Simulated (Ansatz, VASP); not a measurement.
**GaAs: VASP beside Ansatz**

POSCAR

```
GaAs
1.0
    0.0000000000      2.6645247173      2.6645247173
    2.6645247173      0.0000000000      2.6645247173
    2.6645247173      2.6645247173      0.0000000000
Ga As
1 1
Direct
    0.0000000000      0.0000000000      0.0000000000
    0.5000000000      0.5000000000      0.5000000000
```

INCAR.step1

```
SYSTEM = GaAs
ALGO = Normal
EDIFF = 1E-5
ENCUT = 520
GGA = PE
ISIF = 2
ISMEAR = -1
LASPH = .TRUE.
LREAL = .FALSE.
LWAVE = .TRUE.
NBANDS = 16
NELM = 60
PREC = Accurate
SIGMA = 0.02
```

INCAR.step2

```
SYSTEM = GaAs
AEXX = 0.5
ALGO = Normal
EDIFF = 1E-7
ENCUT = 520
GGA = PE
ISIF = 2
ISMEAR = -1
ISTART = 1
LASPH = .TRUE.
LCHARG = .TRUE.
LELF = .TRUE.
LHFCALC = .TRUE.
LREAL = .FALSE.
LVHAR = .TRUE.
LWAVE = .FALSE.
NBANDS = 16
NELM = 60
PREC = Accurate
PRECFOCK = Normal
SIGMA = 0.02
```

Contents of KPOINTS:

```
k-points
0
G
  4 4 4
  0 0 0
```

Input for Ansatz:

```yaml
crystal:
  lattice:
    - [0.0, 2.6645247173, 2.6645247173]
    - [2.6645247173, 0.0, 2.6645247173]
    - [2.6645247173, 2.6645247173, 0.0]
  atoms:
    - { symbol: Ga, position: [0.0, 0.0, 0.0] }
    - { symbol: As, position: [0.5, 0.5, 0.5] }
kpoints:
  mp_grid: { grid: [4, 4, 4] }
hamiltonian:
  xc: { exchange: pbe, correlation: pbe, exx: { coeff: 0.5 } }
scf:
  occupations: { method: fermi_dirac, width: 0.02 }
  n_extra_bands: 4
output:
  forces: true
  stress: true
  eigenvalues: true
```

Alike in both runs: task single point; functional PBE-based global hybrid; k mesh 4 × 4 × 4; occupations fermi-dirac, width 0.02 eV; no spin polarisation.

```csv
,VASP,Ansatz
version,VASP 6.6.1,Ansatz 0.2.0
potentials or method,"VASP PAW PBE potentials, release 64 (Ga_d, As)",plane waves
plane-wave cutoff (eV),520,420
valence electrons in the cell,18,28
```

```csv
,VASP,Ansatz,Ansatz less VASP
pressure (GPa),0.0,-2.9,-2.85
```

VASP's potentials were made for PBE, not for PBE-based global hybrid. With one functional, cell and mesh, what is left measures potentials, basis and numerics. VASP's potentials hold 18 valence electrons a cell and Ansatz's 28, so a difference there can come from the potentials and not from the codes. Ansatz's warnings: filled band counts differ across k points, stress exchange threshold loose, stress scf threshold loose.

The k mesh is coarse, so the values compare programs but aren't converged.
